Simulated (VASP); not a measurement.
**C: single point with PBE+D3(BJ)**

The system is C, a slab with vacuum.

```
C
1.0
     2.46567    0.00000    0.00000
    -1.23283    2.13533    0.00000
     0.00000    0.00000   17.50007
C
4
Direct
  0.66667 0.33333 0.25714
  0.33333 0.66667 0.25714
  0.66667 0.66667 0.45460
  0.00000 0.33333 0.45460
```

This cell differs from its parent crystal: layers slid over each other, then relaxed in part.

```
Program             : VASP 6.6.1
Task                : single point
Functional          : PBE
Dispersion          : D3(BJ)
Potentials or basis : VASP PAW PBE potentials, release 64 (C)
Cutoff              : 520 eV
k mesh              : 15 × 15 × 1
Occupations         : gaussian, width 0.1 eV
Spin                : no spin polarisation
```

```json
{
 "Largest force": "0.007 eV/Å",
 "Dispersion energy per atom": "-0.117 eV"
}
```

Forces in eV/Å, atoms in the order of the input:
```
C   -0.007  0.001  0.000
C   -0.007 -0.001  0.000
C    0.007 -0.001  0.000
C    0.007  0.001  0.000
```

It took 66 s on 1 thread of Intel(R) Xeon(R) 6975P-C (Granite Rapids), with other jobs on the host, peak memory 0.24 GiB.

Caveat: the cell differs from its parent crystal (layers slid over each other, then relaxed in part).
